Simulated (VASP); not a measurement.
# Pt (Im-3m) in VASP: further runs

Aim: see how the results for Pt move with the level of theory and the settings. Levels: PBEsol, PBEsol+D3(BJ), BLYP+D3(BJ). Tasks: relaxation of cell and atoms.

All numbers are computed with VASP 6.6.1; they aren't measurements. Logs are shortened: lines on timing, memory, paths and dates and some standing lists are left out, and cuts for length are marked.

## 1. The cell of the first run

Symmetry: Im-3m, No. 229, cubic system. The conventional cell has a = 3.168 Å, b = 3.168 Å, c = 3.168 Å, α = 90.00°, β = 90.00°, γ = 90.00°. Pt (site symmetry m-3m) has 14 Pt at 2.74 to 3.17 Å within 3.6 Å.

## 2. Relaxation of cell and atoms, PBEsol

INCAR

```
PREC     = Accurate       # precision mode
ENCUT    = 600            # plane-wave cutoff, eV
EDIFF    = 1E-7           # SCF threshold, eV
ISMEAR   = -1             # smearing method
SIGMA    = 0.05           # smearing width, eV
LREAL    = False          # projectors in reciprocal space
LASPH    = True           # aspherical terms in the spheres
NELM     = 100            # most SCF steps
ALGO     = Normal         # electronic algorithm
ISIF     = 3              # what is computed and relaxed
LWAVE    = False          # write WAVECAR
LCHARG   = False          # write CHGCAR
GGA      = PS             # functional
IBRION   = 2              # ionic algorithm
NSW      = 80             # ionic steps
EDIFFG   = -0.01          # ionic threshold
```

KPOINTS

```
regular mesh
0
Gamma
  13 13 13
```

POSCAR

```
Pt
1.0
    2.7439500000      0.0000000000      0.0000000000
   -0.9146499714      2.5870208798      0.0000000000
   -0.9146499714     -1.2935103791      2.2404258371
Pt
1
Direct
    0.0000000000      0.0000000000      0.0000000000
```

Potentials or basis: VASP PAW PBE potentials, release 64 (Pt).

Launch:

```console
$ cat potpaw_PBE.64/Pt/POTCAR > POTCAR
$ mpirun -np 1 vasp_std > vasp.out
```

OUTCAR:

```text
PREC = Accurate
   ENCUT = 600
   EDIFF = 1E-7
   ISMEAR = -1
   LREAL = False
   LASPH = True
   NELM = 100
   ISIF = 3
   GGA = PS
   IBRION = 2
   NSW = 80
   EDIFFG = -0.01

 ion  position               nearest neighbor table
   1  0.000  0.000  0.000-

  LATTYP: Found a body centered cubic cell.
 ALAT       =     3.1684405423

  Lattice vectors:

 A1 = (   2.7439500000,   0.0000000000,   0.0000000000)
 A2 = (  -0.9146499714,   2.5870208798,   0.0000000000)
 A3 = (  -0.9146499714,  -1.2935103791,   2.2404258371)

Analysis of symmetry for initial positions (statically):
=====================================================================
 Subroutine PRICEL returns:
 Original cell was already a primitive cell.

 Routine SETGRP: Setting up the symmetry group for a
 body centered cubic supercell.

 Subroutine GETGRP returns: Found 48 space group operations
 (whereof 48 operations were pure point group operations)
 out of a pool of 48 trial point group operations.

The static configuration has the point symmetry O_h .

Analysis of symmetry for dynamics (positions and initial velocities):
=====================================================================
 Subroutine PRICEL returns:
 Original cell was already a primitive cell.

 Routine SETGRP: Setting up the symmetry group for a
 body centered cubic supercell.

 Subroutine GETGRP returns: Found 48 space group operations
 (whereof 48 operations were pure point group operations)
 out of a pool of 48 trial point group operations.

The dynamic configuration has the point symmetry O_h .

 Subroutine INISYM returns: Found 48 space group operations
 (whereof 48 operations are pure point group operations),
 and found     1 'primitive' translations

----------------------------------------------------------------------------------------

                                     Primitive cell

  volume of cell :      15.9040

  direct lattice vectors                    reciprocal lattice vectors
     2.743950000  0.000000000  0.000000000     0.364438128  0.128848331  0.223171849
    -0.914649971  2.587020880  0.000000000     0.000000000  0.386545005  0.223171849
    -0.914649971 -1.293510379  2.240425837     0.000000000  0.000000000  0.446343719

  length of vectors
     2.743950000  2.743950000  2.743950000     0.446343719  0.446343719  0.446343719

  position of ions in fractional coordinates (direct lattice)
     0.000000000  0.000000000  0.000000000

  ion indices of the primitive-cell ions
   primitive index   ion index
                 1           1

----------------------------------------------------------------------------------------

 KPOINTS: regular mesh

Automatic generation of k-mesh.
 Grid dimensions read from file:
 generate k-points for:   13   13   13

 Generating k-lattice:

  Cartesian coordinates                     Fractional coordinates (reciprocal lattice)
     0.028033702  0.009911410  0.017167065     0.076923077  0.000000000  0.000000000
     0.000000000  0.029734231  0.017167065     0.000000000  0.076923077  0.000000000
     0.000000000  0.000000000  0.034334132     0.000000000  0.000000000  0.076923077

  Length of vectors
     0.034334132  0.034334132  0.034334132

  Shift w.r.t. Gamma in fractional coordinates (k-lattice)
     0.000000000  0.000000000  0.000000000

 Subroutine IBZKPT returns following result:
 ===========================================

 Found     84 irreducible k-points:

 Following reciprocal coordinates:
            Coordinates               Weight
  0.000000  0.000000  0.000000      1.000000
  0.076923 -0.000000  0.000000     12.000000
  0.153846 -0.000000  0.000000     12.000000
  0.230769 -0.000000  0.000000     12.000000
  0.307692 -0.000000  0.000000     12.000000
  0.384615  0.000000  0.000000     12.000000
[... 16 lines left out ...]
  0.153846  0.076923  0.076923     24.000000
  0.230769  0.076923  0.076923     24.000000
 [... further k-points ...]
   k-points           NKPTS =     84   k-points in BZ     NKDIM =     84   number of bands    NBANDS=      9
   number of dos      NEDOS =    301   number of ions     NIONS =      1
   total plane-waves  NPLWV =  13824
   dimension x,y,z NGX =    24 NGY =   24 NGZ =   24
   dimension x,y,z NGXF=    48 NGYF=   48 NGZF=   48
   ions per type =               1
   NGX,Y,Z   is equivalent  to a cutoff of  14.54, 14.54, 14.54 a.u.
   NGXF,Y,Z  is equivalent  to a cutoff of  29.08, 29.08, 29.08 a.u.
 SYSTEM =  unknown system
   PREC   = accura    normal or accurate (medium, high low for compatibility)
   ISTART =      0    job   : 0-new  1-cont  2-samecut
   ICHARG =      2    charge: 1-file 2-atom 10-const
   ISPIN  =      1    spin polarized calculation?
   LNONCOLLINEAR =      F non collinear calculations
   LSORBIT =      F    spin-orbit coupling
   LASPH  =      T    aspherical Exc in radial PAW
   ENCUT  =  600.0 eV  44.10 Ry    6.64 a.u.   5.48  5.48  5.48*2*pi/ulx,y,z
[... 78 lines left out ...]
      4       6.6340      2.00000
      5       8.8187      2.00000
      6       8.9426      2.00000
      7      27.0907      0.00000
      8      27.1580      0.00000
      9      27.3378      0.00000
[... 253 lines left out ...]
 k-point    24 :       0.2308    0.0769    0.0769
  band No.  band energies     occupation
      1       3.5223      2.00000
      2       5.3947      2.00000
      3       6.1601      2.00000
      4       8.6981      2.00000
      5       9.0894      2.00000
      6      10.1200      0.07124
      7      21.8170      0.00000
      8      24.7129      0.00000
      9      26.1207      0.00000

 [... further k-points ...]
[... 5 lines left out ...]
  --------------------------------------------------------------------------------------
  -------------------------------------------------------------------------------------
  Total       -1.1182293     -1.1182293     -1.1182294     -0.0000000     -0.0000000     -0.0000000
  in kB     -112.6509251   -112.6509260   -112.6509295     -0.0000012     -0.0000031     -0.0000022
  external PRESSURE =    -112.6509268 kB  Pullay stress =       0.0000000 kB

 VOLUME and BASIS-vectors are now :
 -----------------------------------------------------------------------------
  energy-cutoff  :      600.00
  volume of cell :       15.90
      direct lattice vectors                 reciprocal lattice vectors
     2.743950000  0.000000000  0.000000000     0.364438128  0.128848331  0.223171849
    -0.914649971  2.587020880  0.000000000     0.000000000  0.386545005  0.223171849
    -0.914649971 -1.293510379  2.240425837     0.000000000  0.000000000  0.446343719
[... 176 lines left out ...]
 POSITION                                       TOTAL-FORCE (eV/Angst)
 -----------------------------------------------------------------------------------
     -0.90112     -1.27438      2.20728         0.000000      0.000000     -0.000000
 -----------------------------------------------------------------------------------
    total drift:                               -0.000000     -0.000000      0.000000

  FREE ENERGIE OF THE ION-ELECTRON SYSTEM (eV)
  ---------------------------------------------------
  free  energy   TOTEN  =        -6.8483086615 eV

  energy  without entropy=       -6.8392934093  energy(sigma->0) =       -6.84380104

--------------------------------------- Ionic step        7  -------------------------------------------

 number of electron      10.0000001 magnetization

 Free energy of the ion-electron system (eV)
  ---------------------------------------------------
  ext. energy  EPLUGINS =         0.00000000
  ---------------------------------------------------
  free energy    TOTEN  =        -6.84832522 eV

  energy without entropy =       -6.83933376  energy(sigma->0) =       -6.84382949

 E-fermi :  10.7895     XC(G=0): -13.5788

 val. band max:       10.7863682102   @ k =  -0.3846  -0.4615   0.2308
 cond. band min:      10.8461065952   @ k =  -0.3846   0.3846   0.1538
 fundamental gap:      0.0597383850
 Fermi energy:        10.7894884588

 k-point     1 :       0.0000    0.0000    0.0000
  band No.  band energies     occupation
      1       0.7551      2.00000
      2       7.0206      2.00000
      3       7.0206      2.00000
      4       7.0206      2.00000
      5       9.6874      2.00000
      6       9.6874      2.00000
      7      27.8038      0.00000
      8      27.8038      0.00000
      9      27.8038      0.00000

 k-point     2 :       0.0769   -0.0000    0.0000
  band No.  band energies     occupation
      1       1.0045      2.00000
      2       6.9200      2.00000
      3       7.0186      2.00000
      4       7.2245      2.00000
      5       9.5580      2.00000
      6       9.6943      2.00000
      7      27.9218      0.00000
      8      28.0270      0.00000
      9      28.1769      0.00000
[... 253 lines left out ...]
 k-point    24 :       0.2308    0.0769    0.0769
  band No.  band energies     occupation
      1       3.9682      2.00000
      2       5.8886      2.00000
      3       6.7103      2.00000
      4       9.4354      2.00000
      5       9.8592      2.00000
      6      10.9601      0.06380
      7      23.0743      0.00000
      8      25.7220      0.00000
      9      27.4451      0.00000

 [... further k-points ...]
[... 5 lines left out ...]
  --------------------------------------------------------------------------------------
  -------------------------------------------------------------------------------------
  Total        0.0007271      0.0007271      0.0007271      0.0000000      0.0000000      0.0000000
  in kB        0.0766811      0.0766811      0.0766811      0.0000000      0.0000000      0.0000000
  external PRESSURE =       0.0766811 kB  Pullay stress =       0.0000000 kB

 VOLUME and BASIS-vectors are now :
 -----------------------------------------------------------------------------
  energy-cutoff  :      600.00
  volume of cell :       15.19
      direct lattice vectors                 reciprocal lattice vectors
     2.702337871 -0.000000000 -0.000000001     0.370049952  0.130832411  0.226608376
    -0.900779263  2.547788588 -0.000000001     0.000000000  0.392497245  0.226608376
    -0.900779263 -1.273894235  2.206449675     0.000000000  0.000000000  0.453216773

 POSITION                                       TOTAL-FORCE (eV/Angst)
 -----------------------------------------------------------------------------------
      0.00000      0.00000     -0.00000        -0.000000      0.000000     -0.000000
 -----------------------------------------------------------------------------------
    total drift:                                0.000000     -0.000000      0.000000

  FREE ENERGIE OF THE ION-ELECTRON SYSTEM (eV)
  ---------------------------------------------------
  free  energy   TOTEN  =        -6.8483252247 eV

  energy  without entropy=       -6.8393337640  energy(sigma->0) =       -6.84382949

 reached required accuracy - stopping structural energy minimisation
```

Run time: 44 s. Hardware: 1 thread of AMD EPYC 7R13 (Zen 3), shared host; peak memory 0.14 GiB.

What came out:

- Free energy: -6.8483 eV
- Relaxed volume: 15.19 Å³/atom
- Relaxed cell: a = 2.702 Å, b = 2.702 Å, c = 2.702 Å, α = 109.47°, β = 109.47°, γ = 109.47°
- Space group after relaxing (to 0.05 Å): Im-3m (No. 229)
- Energy gained by relaxing: 26.4 meV/atom
- Ionic steps: 7
- Pressure after relaxing: 0.0 GPa
- Band gap on the k mesh: zero (band 5 reaches 11.72 eV, above the bottom of band 6 at 9.52 eV)

The path:
```tsv
step	energy change (eV)	largest force (eV/Å)	pressure (GPa)	volume (Å³)
1	0.0000	0.0000	-11.27	15.90
2	0.1939	0.0000	46.42	13.47
3	-0.0263	0.0000	-0.58	15.22
4	-0.0264	0.0000	-0.12	15.20
5	-0.0264	0.0000	0.13	15.18
6	-0.0263	0.0000	-0.30	15.21
7	-0.0264	0.0000	0.01	15.19
```

Final structure:
```cif
data_structure
_symmetry_space_group_name_H-M 'P 1'
_symmetry_Int_Tables_number 1
_cell_length_a 2.7023
_cell_length_b 2.7023
_cell_length_c 2.7023
_cell_angle_alpha 109.471
_cell_angle_beta 109.471
_cell_angle_gamma 109.471
_cell_volume 15.19
loop_
_atom_site_label
_atom_site_type_symbol
_atom_site_fract_x
_atom_site_fract_y
_atom_site_fract_z
_atom_site_occupancy
Pt1 Pt 0.00000 0.00000 0.00000 1
```

Caveat: the PAW data sets were made with another functional, which shifts forces and pressure a little; spin-orbit coupling is left out, which moves the levels of the heavy elements.

## 3. Relaxation of cell and atoms, PBEsol+D3(BJ)

INCAR

```
PREC = Accurate
ENCUT = 600
EDIFF = 1E-7
ISMEAR = -1
SIGMA = 0.05
LREAL = False
LASPH = True
NELM = 80
ALGO = Normal
ISIF = 3
LWAVE = False
LCHARG = False
GGA = PS
IVDW = 12
IBRION = 2
NSW = 80
EDIFFG = -0.01
```

KPOINTS is that of step 2.

POSCAR is that of step 2.

Potentials or basis: VASP PAW PBE potentials, release 64 (Pt).

Launch:

```console
$ cat potpaw_PBE.64/Pt/POTCAR > POTCAR
$ mpirun -np 1 vasp_std > vasp.out
```

Run time: 39 s. Hardware: 1 thread of AMD EPYC 7R13 (Zen 3), shared host; peak memory 0.14 GiB.

The run converged. Its results:

| Property | Result |
| --- | --- |
| Free energy | -7.6028 eV |
| Relaxed volume | 14.77 Å³/atom |
| Relaxed cell | a = 2.677 Å, b = 2.677 Å, c = 2.677 Å, α = 109.47°, β = 109.47°, γ = 109.47° |
| Space group after relaxing (to 0.05 Å) | Im-3m (No. 229) |
| Energy gained by relaxing | 70.7 meV/atom |
| Ionic steps | 5 |
| Pressure after relaxing | 0.0 GPa |
| Band gap on the k mesh | zero (band 5 reaches 12.31 eV, above the bottom of band 6 at 9.98 eV) |
| Dispersion energy per atom | -0.765 eV |

The path:
```tsv
step	energy change (eV)	largest force (eV/Å)	pressure (GPa)	volume (Å³)
1	0.0000	0.0000	-18.51	15.90
2	0.6728	0.0000	107.31	12.04
3	-0.0702	0.0000	-1.73	14.86
4	-0.0706	0.0000	-0.55	14.80
5	-0.0707	0.0000	0.01	14.77
```

Final structure:
```cif
data_structure
_symmetry_space_group_name_H-M 'P 1'
_symmetry_Int_Tables_number 1
_cell_length_a 2.6774
_cell_length_b 2.6774
_cell_length_c 2.6774
_cell_angle_alpha 109.471
_cell_angle_beta 109.471
_cell_angle_gamma 109.471
_cell_volume 14.77
loop_
_atom_site_label
_atom_site_type_symbol
_atom_site_fract_x
_atom_site_fract_y
_atom_site_fract_z
_atom_site_occupancy
Pt1 Pt 0.00000 0.00000 0.00000 1
```

Levels at points of the mesh, in eV from the Fermi level:
```tsv
k point	band 1	band 2	band 3	band 4	band 5	band 6	band 7	band 8	band 9
(0.00, 0.00, 0.00)	-10.34	-3.93	-3.93	-3.93	-1.16	-1.16	16.99	16.99	16.99
```

Caveat: the PAW data sets were made with another functional, which shifts forces and pressure a little; spin-orbit coupling is left out, which moves the levels of the heavy elements; pairwise dispersion overbinds metals, which lowers pressure and volume.

## 4. Relaxation of cell and atoms, BLYP+D3(BJ)

INCAR

```
PREC = Accurate
ENCUT = 600
EDIFF = 1E-7
ISMEAR = -1
SIGMA = 0.05
LREAL = False
LASPH = True
NELM = 100
ALGO = Normal
ISIF = 3
LWAVE = False
LCHARG = False
GGA = B5
ALDAX = 1.0
AGGAX = 1.0
AGGAC = 1.0
ALDAC = 0.0
IVDW = 12
VDW_S6 = 1.0
VDW_S8 = 2.6996
VDW_A1 = 0.4298
VDW_A2 = 4.2359
IBRION = 2
NSW = 80
EDIFFG = -0.01
```

KPOINTS

```
Automatic mesh
0
Gamma
  13 13 13
```

POSCAR is that of step 3.

Launch:

```console
$ cat potpaw_PBE.64/Pt/POTCAR > POTCAR
$ mpirun -np 1 vasp_std > vasp.out
```

Wall time 37 s (1 thread of AMD EPYC 7R13 (Zen 3), shared host); peak memory 0.14 GiB.

Results (log left out):

| Quantity | Value |
| --- | --- |
| Free energy | -6.6024 eV |
| Relaxed volume | 15.65 Å³/atom |
| Relaxed cell | a = 2.729 Å, b = 2.729 Å, c = 2.729 Å, α = 109.47°, β = 109.47°, γ = 109.47° |
| Space group after relaxing (to 0.05 Å) | Im-3m (No. 229) |
| Energy gained by relaxing | 3.2 meV/atom |
| Ionic steps | 3 |
| Pressure after relaxing | -0.1 GPa |
| Band gap on the k mesh | zero (band 5 reaches 11.90 eV, above the bottom of band 6 at 9.78 eV) |
| Dispersion energy per atom | -1.743 eV |

The path:
```
step  energy change (eV)  largest force (eV/Å)  pressure (GPa)  volume (Å³)
   1              0.0000                0.0000           -3.89        15.90
   2              0.0168                0.0000           10.94        15.03
   3             -0.0032                0.0000           -0.05        15.65
```

Final structure:
```cif
data_structure
_symmetry_space_group_name_H-M 'P 1'
_symmetry_Int_Tables_number 1
_cell_length_a 2.7291
_cell_length_b 2.7291
_cell_length_c 2.7291
_cell_angle_alpha 109.471
_cell_angle_beta 109.471
_cell_angle_gamma 109.471
_cell_volume 15.65
loop_
_atom_site_label
_atom_site_type_symbol
_atom_site_fract_x
_atom_site_fract_y
_atom_site_fract_z
_atom_site_occupancy
Pt1 Pt 0.00000 0.00000 0.00000 1
```

Levels at points of the mesh, in eV from the Fermi level:
```tsv
k point	band 3	band 4	band 5	band 6	band 7	band 8
(0.00, 0.00, 0.00)	-3.64	-3.64	-1.11	-1.11	17.27	17.27
```

Caveat: the PAW data sets were made with another functional, which shifts forces and pressure a little; spin-orbit coupling is left out, which moves the levels of the heavy elements; pairwise dispersion overbinds metals, which lowers pressure and volume.

## 5. Summary

```tsv
level	gap on the mesh (eV)	pressure (GPa)	relaxed volume (Å³/atom)
PBEsol	none	0.0	15.19
PBEsol+D3(BJ)	none	0.0	14.77
BLYP+D3(BJ)	none	-0.1	15.65
```

Alike in all rows: task relaxation of cell and atoms; potentials or basis VASP PAW PBE potentials, release 64 (Pt); no spin polarisation; cell relaxed; k mesh 13 × 13 × 13; cutoff (eV) 600; smearing fermi-dirac 0.05 eV.

Caveats: the PAW data sets were made with another functional, which shifts forces and pressure a little; spin-orbit coupling is left out, which moves the levels of the heavy elements; pairwise dispersion overbinds metals, which lowers pressure and volume (some runs).

Absolute energies hang on the potentials; compare differences alone.
